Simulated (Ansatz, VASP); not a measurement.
## CdTe in VASP and in Ansatz

```xyz
2
Lattice="0.0000 3.0091 3.3948 3.3948 0.0000 3.3948 3.3948 3.0091 0.0000" Properties=species:S:1:pos:R:3 pbc="T T T"
Cd    0.0000    0.0000    0.0000
Te    5.0921    4.5137    5.0921
```

Alike in both runs: task single point; functional LDA; k mesh 8 × 8 × 8; occupations gaussian, width 0.05 eV; no spin polarisation.

```csv
,VASP,Ansatz
version,VASP 6.6.1,Ansatz 0.2.0
potentials or method,"VASP PAW LDA potentials, release 64 (Cd, Te), cutoff 520 eV","scalar-relativistic, plane waves, PAW"
valence electrons in the cell,18,36
```

```tsv
	VASP	Ansatz	Ansatz less VASP
gap on the k mesh at the Fermi level (eV)	0.25	0.21	-0.039
least direct gap on the mesh (eV)	0.25	0.21	-0.039
pressure (GPa)	-2.1	-2.4	-0.21
traceless stress, the component that is largest in VASP (GPa)	1.30	1.32	+0.017
```

LDA's correlation is that of Perdew and Zunger in VASP and of Perdew and Wang (1992) in Ansatz. VASP's potentials hold 18 valence electrons a cell and Ansatz's 36, so a difference there can come from the potentials and not from the codes.

Spin-orbit coupling is off throughout.
